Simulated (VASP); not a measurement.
Input of a VASP 6.6.1 run:

Contents of INCAR:

```
SYSTEM = Pt
ALGO     = Fast           ! electronic algorithm
EDIFF    = 1E-6           ! SCF threshold, eV
ENCUT    = 520            ! plane-wave cutoff, eV
GGA      = PE             ! functional
ISIF     = 2              ! what is computed and relaxed
ISMEAR   = 0              ! smearing method
IVDW     = 12             ! dispersion correction
LASPH    = .True.         ! aspherical terms in the spheres
LCHARG   = .False.        ! write CHGCAR
LREAL    = .False.        ! projectors in reciprocal space
LWAVE    = .False.        ! write WAVECAR
NBANDS   = 28             ! bands
NELM     = 80             ! most SCF steps
PREC     = Accurate       ! precision mode
SIGMA    = 0.1            ! smearing width, eV
```

Contents of KPOINTS:

```
k-points
0
Gamma
  9 9 15
  0 0 0
```

POSCAR

```
Pt
1.0
    5.4684146078      0.0000124884      0.0153808446
   -2.7341964886      4.7357922130     -0.0153808447
   -1.3606000075      0.7855427806      2.3073092006
Pt
4
Direct
    0.0000000000      0.5000000000      0.0000000000
    0.5000000000      0.5000000000      0.0000000000
    0.0000000000      0.0000000000      0.0000000000
    0.5000000000      0.0000000000      0.0000000000
```

Potentials or basis: VASP PAW PBE potentials, release 64 (Pt).

Command:

```console
$ cat potpaw_PBE.64/Pt/POTCAR > POTCAR
$ mpirun -np 1 vasp_std > vasp.out
```

**Question.** What does it give for the dispersion energy per atom?

**Answer.** -0.785 eV.

**Question.** What does it give for the band gap on the k mesh?

**Answer.** Zero (bands 20 and 21 overlap by 1.57 eV).

**Question.** What does it give for the pressure?

**Answer.** 3.3 GPa.

Stress tensor (GPa, compression positive):
```
 5.30  0.00  0.01
 0.00  5.31 -0.01
 0.01 -0.01 -0.59
```

Caveat: the stress differs along the axes, from -1 to 5 GPa; spin-orbit coupling is left out, which moves the levels of the heavy elements.
